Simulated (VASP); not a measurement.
# W in VASP: a series of runs

W is run at these levels: r2SCAN; tasks: relaxation of cell and atoms, single point.

Program: VASP 6.6.1. These are calculated values, not measurements. Logs are shortened: lines on timing, memory, paths and dates and some standing lists are left out, and cuts for length are marked.

## (1) The cell of the first run

The structure is cubic, space group Im-3m (No. 229). Conventional cell: a = 3.170 Å, b = 3.170 Å, c = 3.170 Å, α = 90.00°, β = 90.00°, γ = 90.00°. W (site symmetry m-3m) has 14 W at 2.75 to 3.17 Å within 3.6 Å.

## (2) Relaxation of cell and atoms, r2SCAN

Input file POSCAR:

```
W
1.0
   -1.5851577801      1.5851577801      1.5851577801
    1.5851577801     -1.5851577801      1.5851577801
    1.5851577801      1.5851577801     -1.5851577801
W
1
Direct
    0.0000000000      0.0000000000      0.0000000000
```

Input file INCAR.step1:

```
  ALGO = Normal
  EDIFF = 1E-4
  ENCUT = 600
  GGA = PE
  ISMEAR = 0
  LASPH = T
  LCHARG = F
  LREAL = F
  LWAVE = T
  NELM = 100
  PREC = Accurate
  SIGMA = 0.1
```

Input file INCAR.step2:

```
  ALGO = Normal
  EDIFF = 1E-7
  EDIFFG = -0.005
  ENCUT = 600
  IBRION = 2
  ISIF = 3
  ISMEAR = 0
  ISTART = 1
  LASPH = T
  LCHARG = F
  LMIXTAU = T
  LREAL = F
  LWAVE = F
  METAGGA = R2SCAN
  NELM = 100
  NSW = 100
  PREC = Accurate
  SIGMA = 0.1
```

Input file KPOINTS:

```
k-points
0
Gamma
  18 18 18
```

Potentials or basis: VASP PAW PBE potentials, release 64 (W_sv).

Command:

```
cat potpaw_PBE.64/W_sv/POTCAR > POTCAR
cp INCAR.step1 INCAR
mpirun -np 1 vasp_std > vasp.out
cp INCAR.step2 INCAR
mpirun -np 1 vasp_std > vasp.out
```

OUTCAR:

```text
EDIFF = 1E-7
   EDIFFG = -0.005
   ENCUT = 600
   IBRION = 2
   ISIF = 3
   ISMEAR = 0
   ISTART = 1
   LASPH = T
   LREAL = F
   METAGGA = R2SCAN
   NELM = 100
   NSW = 100
   PREC = Accurate

 ion  position               nearest neighbor table
   1  0.000  0.000  0.000-

  LATTYP: Found a body centered cubic cell.
 ALAT       =     3.1703155602

  Lattice vectors:

 A1 = (  -1.5851577801,   1.5851577801,   1.5851577801)
 A2 = (   1.5851577801,  -1.5851577801,   1.5851577801)
 A3 = (   1.5851577801,   1.5851577801,  -1.5851577801)

Analysis of symmetry for initial positions (statically):
=====================================================================
 Subroutine PRICEL returns:
 Original cell was already a primitive cell.

 Routine SETGRP: Setting up the symmetry group for a
 body centered cubic supercell.

 Subroutine GETGRP returns: Found 48 space group operations
 (whereof 48 operations were pure point group operations)
 out of a pool of 48 trial point group operations.

The static configuration has the point symmetry O_h .

Analysis of symmetry for dynamics (positions and initial velocities):
=====================================================================
 Subroutine PRICEL returns:
 Original cell was already a primitive cell.

 Routine SETGRP: Setting up the symmetry group for a
 body centered cubic supercell.

 Subroutine GETGRP returns: Found 48 space group operations
 (whereof 48 operations were pure point group operations)
 out of a pool of 48 trial point group operations.

The dynamic configuration has the point symmetry O_h .

 Subroutine INISYM returns: Found 48 space group operations
 (whereof 48 operations are pure point group operations),
 and found     1 'primitive' translations

----------------------------------------------------------------------------------------

                                     Primitive cell

  volume of cell :      15.9323

  direct lattice vectors                    reciprocal lattice vectors
    -1.585157780  1.585157780  1.585157780     0.000000000  0.315426014  0.315426014
     1.585157780 -1.585157780  1.585157780     0.315426014  0.000000000  0.315426014
     1.585157780  1.585157780 -1.585157780     0.315426014  0.315426014  0.000000000

  length of vectors
     2.745573813  2.745573813  2.745573813     0.446079747  0.446079747  0.446079747

  position of ions in fractional coordinates (direct lattice)
     0.000000000  0.000000000  0.000000000

  ion indices of the primitive-cell ions
   primitive index   ion index
                 1           1

----------------------------------------------------------------------------------------

 KPOINTS: k-points

Automatic generation of k-mesh.
 Grid dimensions read from file:
 generate k-points for:   18   18   18

 Generating k-lattice:

  Cartesian coordinates                     Fractional coordinates (reciprocal lattice)
     0.000000000  0.017523667  0.017523667     0.055555556  0.000000000  0.000000000
     0.017523667  0.000000000  0.017523667     0.000000000  0.055555556  0.000000000
     0.017523667  0.017523667  0.000000000     0.000000000  0.000000000  0.055555556

  Length of vectors
     0.024782208  0.024782208  0.024782208

  Shift w.r.t. Gamma in fractional coordinates (k-lattice)
     0.000000000  0.000000000  0.000000000

 Subroutine IBZKPT returns following result:
 ===========================================

 Found    195 irreducible k-points:

 Following reciprocal coordinates:
            Coordinates               Weight
  0.000000  0.000000  0.000000      1.000000
  0.055556  0.000000  0.000000     12.000000
  0.111111  0.000000  0.000000     12.000000
  0.166667  0.000000  0.000000     12.000000
  0.222222  0.000000  0.000000     12.000000
  0.277778  0.000000  0.000000     12.000000
[... 16 lines left out ...]
  0.333333  0.111111  0.000000     48.000000
  0.388889  0.111111  0.000000     48.000000
 [... further k-points ...]
   k-points           NKPTS =    195   k-points in BZ     NKDIM =    195   number of bands    NBANDS=     11
   number of dos      NEDOS =    301   number of ions     NIONS =      1
   total plane-waves  NPLWV =  13824
   dimension x,y,z NGX =    24 NGY =   24 NGZ =   24
   dimension x,y,z NGXF=    48 NGYF=   48 NGZF=   48
   ions per type =               1
   NGX,Y,Z   is equivalent  to a cutoff of  14.53, 14.53, 14.53 a.u.
   NGXF,Y,Z  is equivalent  to a cutoff of  29.06, 29.06, 29.06 a.u.
 SYSTEM =  unknown system
   PREC   = accura    normal or accurate (medium, high low for compatibility)
   ISTART =      1    job   : 0-new  1-cont  2-samecut
   ICHARG =      0    charge: 1-file 2-atom 10-const
   ISPIN  =      1    spin polarized calculation?
   LNONCOLLINEAR =      F non collinear calculations
   LSORBIT =      F    spin-orbit coupling
   LASPH  =      T    aspherical Exc in radial PAW
   ENCUT  =  600.0 eV  44.10 Ry    6.64 a.u.   5.48  5.48  5.48*2*pi/ulx,y,z
   NELM   =    100;   NELMIN=  2; NELMDL=  0     # of ELM steps
   EDIFF  = 0.1E-06   stopping-criterion for ELM
   LREAL  =      F    real-space projection
   EDIFFG = -.5E-02   stopping-criterion for IOM
   NSW    =    100    number of steps for IOM
   IBRION =      2    ionic relax: 0-MD 1-quasi-New 2-CG
   NFREE  =      1    steps in history (QN), initial steepest desc. (CG)
   ISIF   =      3    stress and relaxation
   ISYM   =      2    0-nonsym 1-usesym 2-fastsym
   POTIM  = 0.5000    time-step for ionic-motion
   TEBEG  =    0.0;   TEEND  =   0.0 temperature during run
   PSTRESS=    0.0 pullay stress
   NELECT =      14.0000    total number of electrons
   NUPDOWN=      -1.0000    fix difference up-down
   EMIN   =  10.00;   EMAX   =-10.00  energy-range for DOS
   EFERMI =   0.00;   METHOD = LEGACY
   ISMEAR =     0;   SIGMA  =   0.10  broadening in eV -4-tet -1-fermi 0-gaus
   EFERMI_NEDOS =   21; number of points for ismear=-14 and -15
   IALGO  =     38    algorithm
   IMIX   =      4    mixing-type and parameters
     AMIX     =   0.40;   BMIX     =  1.00
     AMIX_MAG =   1.60;   BMIX_MAG =  1.00
  volume/ion in A,a.u.               =      15.93       107.52
  Fermi-wavevector in a.u.,A,eV,Ry     =   1.568044  2.963174 33.453504  2.458763
  Thomas-Fermi vector in A             =   2.670134
   LORBIT       =      0    0 simple, 1 ext, 2 COOP (PROOUT), +10 PAW based schemes
   METAGGA = R2SCAN    functional components
   LHFCALC =     F    Hartree Fock is set to
   AEXX    =    0.0000 exact exchange contribution
   IVDW    =     0    specifies the selected vdW correction
   LEPSILON=     F    determine dielectric tensor
   LRPA    =     F    only Hartree local field effects (RPA)
 conjugate gradient relaxation of ions
 non-spin polarized calculation
 Gauss-broadening in eV      SIGMA  =   0.10
  energy-cutoff  :      600.00
  volume of cell :       15.93
 maximum number of plane-waves:       555
 NGX is ok and might be reduce to    24
   NGX = 11   NGY = 11   NGZ = 11

--------------------------------------- Ionic step        1  -------------------------------------------

 number of electron      14.0000002 magnetization

 Free energy of the ion-electron system (eV)
  ---------------------------------------------------
  ext. energy  EPLUGINS =         0.00000000
  ---------------------------------------------------
  free energy    TOTEN  =       -51.34825195 eV

  energy without entropy =      -51.34463594  energy(sigma->0) =      -51.34644394

------------------------ aborting loop because EDIFF is reached ----------------------------------------

  FORCE on cell =-STRESS in cart. coord.  units (eV):
  Direction    XX          YY          ZZ          XY          YZ          ZX
  --------------------------------------------------------------------------------------
  -------------------------------------------------------------------------------------
  Total        0.0672645      0.0672645      0.0672645      0.0000000     -0.0000000      0.0000000
  in kB        6.7642363      6.7642363      6.7642363      0.0000000     -0.0000000      0.0000000
  external PRESSURE =       6.7642363 kB  Pullay stress =       0.0000000 kB
[... 55 lines left out ...]
  energy  without entropy=      -51.3436710003  energy(sigma->0) =      -51.34553707

--------------------------------------- Ionic step        3  -------------------------------------------

 number of electron      14.0000002 magnetization

 Free energy of the ion-electron system (eV)
  ---------------------------------------------------
  ext. energy  EPLUGINS =         0.00000000
  ---------------------------------------------------
  free energy    TOTEN  =       -51.34832076 eV

  energy without entropy =      -51.34468010  energy(sigma->0) =      -51.34650043

 E-fermi :  11.1796     XC(G=0): -14.9119

 val. band max:       11.1700424729   @ k =  -0.1667   0.1667   0.0556
 cond. band min:      11.1916950468   @ k =  -0.3889   0.3889   0.2778
 fundamental gap:      0.0216525739
 Fermi energy:        11.1795814434

 k-point     1 :       0.0000    0.0000    0.0000
  band No.  band energies     occupation
      1     -64.9309      2.00000
      2     -27.8026      2.00000
      3     -27.8026      2.00000
      4     -27.8026      2.00000
      5       1.0979      2.00000
      6       9.9182      2.00000
      7       9.9182      2.00000
      8       9.9183      2.00000
      9      13.7367      0.00000
     10      13.7367      0.00000
     11      26.4288      0.00000
[... 309 lines left out ...]
 k-point    24 :       0.3889    0.1111    0.0000
  band No.  band energies     occupation
      1     -64.7841      2.00000
      2     -29.0611      2.00000
      3     -28.2726      2.00000
      4     -27.8690      2.00000
      5       5.1222      2.00000
      6       7.6275      2.00000
      7      10.4621      2.00000
      8      13.4197      0.00000
      9      14.8102      0.00000
     10      17.7571      0.00000
     11      22.6013      0.00000

 [... further k-points ...]
[... 5 lines left out ...]
  --------------------------------------------------------------------------------------
  -------------------------------------------------------------------------------------
  Total        0.0012380      0.0012380      0.0012380     -0.0000000     -0.0000000      0.0000000
  in kB        0.1242372      0.1242372      0.1242372     -0.0000000     -0.0000000      0.0000000
  external PRESSURE =       0.1242372 kB  Pullay stress =       0.0000000 kB
[... 16 lines left out ...]
  FREE ENERGIE OF THE ION-ELECTRON SYSTEM (eV)
  ---------------------------------------------------
  free  energy   TOTEN  =       -51.3483207595 eV

  energy  without entropy=      -51.3446800970  energy(sigma->0) =      -51.34650043

 reached required accuracy - stopping structural energy minimisation
```

Wall time 4 min (1 thread of AMD EPYC 9R45 (Zen 5), shared host); peak memory 0.15 GiB.

What came out:

```yaml
Free_energy: -51.3483 eV
Relaxed_volume: 15.97 Å³/atom
Relaxed_cell: a = 2.747 Å, b = 2.747 Å, c = 2.747 Å, α = 109.47°, β = 109.47°, γ = 109.47°
Space_group_after_relaxing_to_0.1_Å: Im-3m (No. 229)
Energy_gained_by_relaxing: 0.1 meV/atom
Ionic_steps: 3
Pressure_after_relaxing: 0.0 GPa
Band_gap_on_the_k_mesh: zero (bands 7 and 8 overlap by 6.56 eV)
```

Final structure:
```yaml
crystal:
  lattice:
    - [-1.58626, 1.58626, 1.58626]
    - [1.58626, -1.58626, 1.58626]
    - [1.58626, 1.58626, -1.58626]
  atoms:
    - { symbol: W, position: [0.00000, 0.00000, 0.00000] }
```

Caveat: the PAW data sets were made with another functional, which shifts forces and pressure a little; spin-orbit coupling is left out, which moves the levels of the heavy elements.

(Continued in part 2 of 3.)
